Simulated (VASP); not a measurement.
# BiAs (zincblende type) (F-43m) in VASP: single point with PBE

Aim: the single point of BiAs (zincblende type) with PBE.

Program: VASP 6.6.1. These are calculated values, not measurements. Logs are shortened: lines on timing, memory, paths and dates and some standing lists are left out, and cuts for length are marked.

### 1 The cell of the first run

Symmetry: F-43m, No. 216, cubic system. Conventional cell: a = 6.706 Å, b = 6.706 Å, c = 6.706 Å, α = 90.00°, β = 90.00°, γ = 90.00°. Bi (site symmetry -43m) has 4 As at 2.90 Å within 3.8 Å. Within 3.8 Å of As (site symmetry -43m) lie 4 Bi at 2.90 Å.

### 2 Single point, PBE

INCAR

```
  ALGO = Normal
  EDIFF = 1E-7
  ENCUT = 520
  GGA = PE
  ISIF = 2
  ISMEAR = -1
  LASPH = T
  LCHARG = F
  LREAL = F
  LWAVE = F
  NBANDS = 17
  NELM = 100
  PREC = Accurate
  SIGMA = 0.03
```

KPOINTS

```
k-points
0
Gamma
  10 10 10
```

POSCAR

```
BiAs
1.0
    0.0000000000      3.3528526290      3.3528526290
    3.3528526290      0.0000000000      3.3528526290
    3.3528526290      3.3528526290      0.0000000000
Bi As
1 1
Direct
    0.0000000000      0.0000000000      0.0000000000
    0.2500000000      0.2500000000      0.2500000000
```

Potentials or basis: VASP PAW PBE potentials, release 64 (Bi_d, As).

Started as:

```
cat potpaw_PBE.64/Bi_d/POTCAR potpaw_PBE.64/As/POTCAR > POTCAR
mpirun -np 1 vasp_std > vasp.out
```

OUTCAR:

```text
EDIFF = 1E-7
   ENCUT = 520
   GGA = PE
   ISIF = 2
   ISMEAR = -1
   LASPH = T
   LREAL = F
   NELM = 100
   PREC = Accurate

 ion  position               nearest neighbor table
   1  0.000  0.000  0.000-   2 2.90   2 2.90   2 2.90   2 2.90
   2  0.250  0.250  0.250-   1 2.90   1 2.90   1 2.90   1 2.90

  LATTYP: Found a face centered cubic cell.
 ALAT       =     6.7057052580

  Lattice vectors:

 A1 = (   0.0000000000,   3.3528526290,   3.3528526290)
 A2 = (   3.3528526290,   0.0000000000,   3.3528526290)
 A3 = (   3.3528526290,   3.3528526290,   0.0000000000)

Analysis of symmetry for initial positions (statically):
=====================================================================
 Subroutine PRICEL returns:
 Original cell was already a primitive cell.

 Routine SETGRP: Setting up the symmetry group for a
 face centered cubic supercell.

 Subroutine GETGRP returns: Found 24 space group operations
 (whereof 24 operations were pure point group operations)
 out of a pool of 48 trial point group operations.

The static configuration has the point symmetry T_d .

Analysis of symmetry for dynamics (positions and initial velocities):
=====================================================================
 Subroutine PRICEL returns:
 Original cell was already a primitive cell.

 Routine SETGRP: Setting up the symmetry group for a
 face centered cubic supercell.

 Subroutine GETGRP returns: Found 24 space group operations
 (whereof 24 operations were pure point group operations)
 out of a pool of 48 trial point group operations.

The dynamic configuration has the point symmetry T_d .

 Subroutine INISYM returns: Found 24 space group operations
 (whereof 24 operations are pure point group operations),
 and found     1 'primitive' translations

----------------------------------------------------------------------------------------

                                     Primitive cell

  volume of cell :      75.3830

  direct lattice vectors                    reciprocal lattice vectors
     0.000000000  3.352852629  3.352852629    -0.149126745  0.149126745  0.149126745
     3.352852629  0.000000000  3.352852629     0.149126745 -0.149126745  0.149126745
     3.352852629  3.352852629  0.000000000     0.149126745  0.149126745 -0.149126745

  length of vectors
     4.741649661  4.741649661  4.741649661     0.258295100  0.258295100  0.258295100

  position of ions in fractional coordinates (direct lattice)
     0.000000000  0.000000000  0.000000000
     0.250000000  0.250000000  0.250000000

  ion indices of the primitive-cell ions
   primitive index   ion index
                 1           1
                 2           2

----------------------------------------------------------------------------------------

 KPOINTS: k-points

Automatic generation of k-mesh.
 Grid dimensions read from file:
 generate k-points for:   10   10   10

 Generating k-lattice:

  Cartesian coordinates                     Fractional coordinates (reciprocal lattice)
    -0.014912675  0.014912675  0.014912675     0.100000000  0.000000000  0.000000000
     0.014912675 -0.014912675  0.014912675     0.000000000  0.100000000  0.000000000
     0.014912675  0.014912675 -0.014912675     0.000000000  0.000000000  0.100000000

  Length of vectors
     0.025829510  0.025829510  0.025829510

  Shift w.r.t. Gamma in fractional coordinates (k-lattice)
     0.000000000  0.000000000  0.000000000

 Subroutine IBZKPT returns following result:
 ===========================================

 Found     47 irreducible k-points:

 Following reciprocal coordinates:
            Coordinates               Weight
  0.000000  0.000000  0.000000      1.000000
  0.100000  0.000000  0.000000      8.000000
  0.200000  0.000000  0.000000      8.000000
  0.300000  0.000000  0.000000      8.000000
  0.400000  0.000000  0.000000      8.000000
  0.500000  0.000000  0.000000      4.000000
[... 16 lines left out ...]
  0.300000  0.300000  0.000000      6.000000
  0.400000  0.300000  0.000000     24.000000
 [... further k-points ...]
   k-points           NKPTS =     47   k-points in BZ     NKDIM =     47   number of bands    NBANDS=     17
   number of dos      NEDOS =    301   number of ions     NIONS =      2
   total plane-waves  NPLWV =  46656
   dimension x,y,z NGX =    36 NGY =   36 NGZ =   36
   dimension x,y,z NGXF=    72 NGYF=   72 NGZF=   72
   ions per type =               1   1
   NGX,Y,Z   is equivalent  to a cutoff of  12.62, 12.62, 12.62 a.u.
   NGXF,Y,Z  is equivalent  to a cutoff of  25.24, 25.24, 25.24 a.u.
 SYSTEM =  unknown system
   PREC   = accura    normal or accurate (medium, high low for compatibility)
   ISTART =      0    job   : 0-new  1-cont  2-samecut
   ICHARG =      2    charge: 1-file 2-atom 10-const
   ISPIN  =      1    spin polarized calculation?
   LNONCOLLINEAR =      F non collinear calculations
   LSORBIT =      F    spin-orbit coupling
   LASPH  =      T    aspherical Exc in radial PAW
   ENCUT  =  520.0 eV  38.22 Ry    6.18 a.u.   8.82  8.82  8.82*2*pi/ulx,y,z
   NELM   =    100;   NELMIN=  2; NELMDL= -5     # of ELM steps
   EDIFF  = 0.1E-06   stopping-criterion for ELM
   LREAL  =      F    real-space projection
   EDIFFG = 0.1E-05   stopping-criterion for IOM
   NSW    =      0    number of steps for IOM
   IBRION =     -1    ionic relax: 0-MD 1-quasi-New 2-CG
   NFREE  =      0    steps in history (QN), initial steepest desc. (CG)
   ISIF   =      2    stress and relaxation
   ISYM   =      2    0-nonsym 1-usesym 2-fastsym
   POTIM  = 0.5000    time-step for ionic-motion
   TEBEG  =    0.0;   TEEND  =   0.0 temperature during run
   PSTRESS=    0.0 pullay stress
   NELECT =      20.0000    total number of electrons
   NUPDOWN=      -1.0000    fix difference up-down
   EMIN   =  10.00;   EMAX   =-10.00  energy-range for DOS
   EFERMI =   0.00;   METHOD = LEGACY
   ISMEAR =    -1;   SIGMA  =   0.03  broadening in eV -4-tet -1-fermi 0-gaus
   EFERMI_NEDOS =   21; number of points for ismear=-14 and -15
   IALGO  =     38    algorithm
   IMIX   =      4    mixing-type and parameters
     AMIX     =   0.40;   BMIX     =  1.00
     AMIX_MAG =   1.60;   BMIX_MAG =  1.00
  volume/ion in A,a.u.               =      37.69       254.35
  Fermi-wavevector in a.u.,A,eV,Ry     =   1.051947  1.987891 15.056094  1.106592
  Thomas-Fermi vector in A             =   2.187010
   LORBIT       =      0    0 simple, 1 ext, 2 COOP (PROOUT), +10 PAW based schemes
   GGA     = PE    functional components
   LHFCALC =     F    Hartree Fock is set to
   AEXX    =    0.0000 exact exchange contribution
   IVDW    =     0    specifies the selected vdW correction
   LEPSILON=     F    determine dielectric tensor
   LRPA    =     F    only Hartree local field effects (RPA)
 non-spin polarized calculation
  energy-cutoff  :      520.00
  volume of cell :       75.38
 maximum number of plane-waves:      2085
   NGX = 17   NGY = 17   NGZ = 17

 number of electron      20.0000008 magnetization

 Free energy of the ion-electron system (eV)
  ---------------------------------------------------
  ext. energy  EPLUGINS =         0.00000000
  ---------------------------------------------------
  free energy    TOTEN  =        -8.14433691 eV

  energy without entropy =       -8.14087423  energy(sigma->0) =       -8.14260557

 E-fermi :   3.4203     XC(G=0):  -8.2291

 val. band max:        3.4168880933   @ k =   0.4000   0.3000   0.0000
 cond. band min:       3.4468395036   @ k =  -0.4000   0.5000   0.1000
 fundamental gap:      0.0299514103
 Fermi energy:         3.4202918973

 k-point     1 :       0.0000    0.0000    0.0000
  band No.  band energies     occupation
      1     -19.5295      2.00000
      2     -19.5295      2.00000
      3     -19.5295      2.00000
      4     -19.5123      2.00000
      5     -19.5123      2.00000
      6      -9.4171      2.00000
[... 9 lines left out ...]
     16      10.9583      0.00000
     17      11.8090      0.00000

 k-point     2 :       0.1000    0.0000    0.0000
  band No.  band energies     occupation
      1     -19.5297      2.00000
      2     -19.5291      2.00000
      3     -19.5291      2.00000
      4     -19.5123      2.00000
      5     -19.5123      2.00000
      6      -9.3460      2.00000
[... 9 lines left out ...]
     16      10.5001      0.00000
     17      11.4657      0.00000

 k-point     3 :       0.2000    0.0000    0.0000
  band No.  band energies     occupation
      1     -19.5302      2.00000
      2     -19.5280      2.00000
      3     -19.5280      2.00000
      4     -19.5121      2.00000
      5     -19.5121      2.00000
      6      -9.1403      2.00000
[... 9 lines left out ...]
     16      10.1350      0.00000
     17      11.1423      0.00000

 k-point     4 :       0.3000    0.0000    0.0000
  band No.  band energies     occupation
      1     -19.5308      2.00000
      2     -19.5268      2.00000
      3     -19.5268      2.00000
      4     -19.5118      2.00000
      5     -19.5118      2.00000
      6      -8.8308      2.00000
[... 9 lines left out ...]
     16      10.2145      0.00000
     17      11.5054      0.00000

 k-point     5 :       0.4000    0.0000    0.0000
  band No.  band energies     occupation
      1     -19.5314      2.00000
      2     -19.5260      2.00000
      3     -19.5260      2.00000
      4     -19.5114      2.00000
      5     -19.5114      2.00000
      6      -8.5004      2.00000
[... 9 lines left out ...]
     16      10.7411      0.00000
     17      11.2492      0.00000

 k-point     6 :       0.5000    0.0000    0.0000
  band No.  band energies     occupation
      1     -19.5315      2.00000
      2     -19.5258      2.00000
      3     -19.5258      2.00000
      4     -19.5112      2.00000
      5     -19.5112      2.00000
      6      -8.3385      2.00000
[... 9 lines left out ...]
     16      11.2402      0.00000
     17      11.2402      0.00000

 k-point     7 :       0.1000    0.1000    0.0000
  band No.  band energies     occupation
      1     -19.5303      2.00000
      2     -19.5286      2.00000
      3     -19.5286      2.00000
      4     -19.5125      2.00000
      5     -19.5120      2.00000
      6      -9.3218      2.00000
[... 9 lines left out ...]
     16      11.0596      0.00000
     17      12.0508      0.00000

 k-point     8 :       0.2000    0.1000    0.0000
  band No.  band energies     occupation
      1     -19.5309      2.00000
      2     -19.5277      2.00000
      3     -19.5276      2.00000
      4     -19.5126      2.00000
      5     -19.5117      2.00000
      6      -9.1591      2.00000
[... 9 lines left out ...]
     16      10.8295      0.00000
     17      11.7650      0.00000
[... 203 lines left out ...]
      1     -19.5328      2.00000
      2     -19.5246      2.00000
      3     -19.5238      2.00000
      4     -19.5126      2.00000
      5     -19.5107      2.00000
      6      -8.1524      2.00000
[... 9 lines left out ...]
     16      11.4564      0.00000
     17      11.7735      0.00000

 k-point    20 :      -0.4000    0.2000    0.0000
  band No.  band energies     occupation
      1     -19.5322      2.00000
      2     -19.5249      2.00000
      3     -19.5241      2.00000
      4     -19.5120      2.00000
      5     -19.5112      2.00000
      6      -8.1045      2.00000
[... 9 lines left out ...]
     16      10.8207      0.00000
     17      12.1163      0.00000

 k-point    21 :      -0.3000    0.2000    0.0000
  band No.  band energies     occupation
      1     -19.5316      2.00000
      2     -19.5254      2.00000
      3     -19.5250      2.00000
      4     -19.5119      2.00000
      5     -19.5115      2.00000
      6      -8.3704      2.00000
[... 9 lines left out ...]
     16      10.9410      0.00000
     17      12.1646      0.00000

 k-point    22 :      -0.2000    0.2000    0.0000
  band No.  band energies     occupation
      1     -19.5312      2.00000
      2     -19.5263      2.00000
      3     -19.5259      2.00000
      4     -19.5123      2.00000
      5     -19.5114      2.00000
      6      -8.7113      2.00000
[... 9 lines left out ...]
     16      10.4222      0.00000
     17      12.7475      0.00000

 k-point    23 :       0.3000    0.3000    0.0000
  band No.  band energies     occupation
      1     -19.5348      2.00000
      2     -19.5237      2.00000
      3     -19.5237      2.00000
      4     -19.5139      2.00000
      5     -19.5103      2.00000
      6      -8.5815      2.00000
[... 9 lines left out ...]
     16      11.8448      0.00000
     17      13.9224      0.00000

 k-point    24 :       0.4000    0.3000    0.0000
  band No.  band energies     occupation
      1     -19.5354      2.00000
      2     -19.5228      2.00000
      3     -19.5226      2.00000
      4     -19.5141      2.00000
      5     -19.5100      2.00000
      6      -8.2673      2.00000
[... 9 lines left out ...]
     16      12.0900      0.00000
     17      13.3561      0.00000

 [... further k-points ...]

------------------------ aborting loop because EDIFF is reached ----------------------------------------

  FORCE on cell =-STRESS in cart. coord.  units (eV):
  Direction    XX          YY          ZZ          XY          YZ          ZX
  --------------------------------------------------------------------------------------
  -------------------------------------------------------------------------------------
  Total        0.0041798      0.0041798      0.0041798     -0.0000000     -0.0000000      0.0000000
  in kB        0.0888372      0.0888372      0.0888372     -0.0000000     -0.0000000      0.0000000
  external PRESSURE =       0.0888372 kB  Pullay stress =       0.0000000 kB

 VOLUME and BASIS-vectors are now :
 -----------------------------------------------------------------------------
  energy-cutoff  :      520.00
  volume of cell :       75.38
      direct lattice vectors                 reciprocal lattice vectors
     0.000000000  3.352852629  3.352852629    -0.149126745  0.149126745  0.149126745
     3.352852629  0.000000000  3.352852629     0.149126745 -0.149126745  0.149126745
     3.352852629  3.352852629  0.000000000     0.149126745  0.149126745 -0.149126745

 POSITION                                       TOTAL-FORCE (eV/Angst)
 -----------------------------------------------------------------------------------
      0.00000      0.00000      0.00000        -0.000000     -0.000000     -0.000000
      1.67643      1.67643      1.67643         0.000000      0.000000      0.000000
 -----------------------------------------------------------------------------------
    total drift:                               -0.000000     -0.000000     -0.000000

  FREE ENERGIE OF THE ION-ELECTRON SYSTEM (eV)
  ---------------------------------------------------
  free  energy   TOTEN  =        -8.1443369124 eV

  energy  without entropy=       -8.1408742338  energy(sigma->0) =       -8.14260557
```

Wall time 50 s (1 thread of Intel Xeon Platinum 8259CL at 2.50GHz (Skylake/Cascade Lake), shared host); peak memory 0.23 GiB.

What came out:

```yaml
Free_energy: -8.1443 eV
Pressure: 0.0 GPa
Band_gap_on_the_k_mesh: zero (band 10 reaches 3.78 eV, above the bottom of band 11 at 3.04 eV)
```

Caveat: spin-orbit coupling is left out, which moves the levels of the heavy elements.
